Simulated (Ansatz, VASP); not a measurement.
Two plane-wave programs on GaN

Contents of POSCAR:

```
GaN
1.0
    0.0000000000      2.2489367673      2.2489367673
    2.2489367673      0.0000000000      2.2489367673
    2.2489367673      2.2489367673      0.0000000000
Ga N
1 1
Direct
    0.0000000000      0.0000000000      0.0000000000
    0.7500000000      0.7500000000      0.7500000000
```

The input INCAR.step1:

```
  PREC = Accurate
  ENCUT = 520
  ISMEAR = 0
  SIGMA = 0.05
  LREAL = False
  LASPH = True
  NELM = 80
  NBANDS = 16
  GGA = PE
  ALGO = Normal
  EDIFF = 1E-4
  LWAVE = True
  LCHARG = False
```

INCAR.step2

```
  PREC = Accurate
  ENCUT = 520
  EDIFF = 1E-6
  ISMEAR = 0
  SIGMA = 0.05
  LREAL = False
  LASPH = True
  NELM = 80
  ALGO = Normal
  ISIF = 2
  LWAVE = False
  LCHARG = True
  METAGGA = R2SCAN
  LMIXTAU = True
  LELF = True
  LVHAR = True
  NBANDS = 16
  ISTART = 1
```

KPOINTS

```
regular mesh
0
Gamma
  12 12 12
```

Input for Ansatz:

```yaml
crystal:
  lattice:
    - [0.0, 2.2489367673, 2.2489367673]
    - [2.2489367673, 0.0, 2.2489367673]
    - [2.2489367673, 2.2489367673, 0.0]
  atoms:
    - { symbol: Ga, position: [0.0, 0.0, 0.0] }
    - { symbol: "N", position: [0.75, 0.75, 0.75] }
basis:
  ecutwfc: 500
kpoints:
  mp_grid: { grid: [12, 12, 12] }
hamiltonian:
  xc: r2scan
scf:
  occupations: { method: gaussian, width: 0.05 }
output:
  forces: true
  stress: true
  eigenvalues: true
  write_density: true
  write_potential: true
  elf: true
  volumetric_format: npy
```

Alike in both runs: task single point; functional r2SCAN; k mesh 12 × 12 × 12; occupations gaussian, width 0.05 eV; no spin polarisation.

|  | VASP | Ansatz |
| --- | --- | --- |
| version | VASP 6.6.1 | Ansatz 0.2.0 |
| potentials or method | VASP PAW PBE potentials, release 64 (Ga_d, N), cutoff 520 eV | scalar-relativistic, plane waves, PAW |
| valence electrons in the cell | 18 | 18 |

|  | VASP | Ansatz | Ansatz less VASP |
| --- | --- | --- | --- |
| gap on the k mesh at the Fermi level (eV) | 2.16 | 2.17 | +0.009 |
| least direct gap on the mesh (eV) | 2.16 | 2.17 | +0.009 |
| pressure (GPa) | 1.1 | 0.0 | -1.06 |

VASP's potentials were made for PBE, not for r2SCAN. The functional is the same, so the differences come from potentials, cutoffs and numerics.
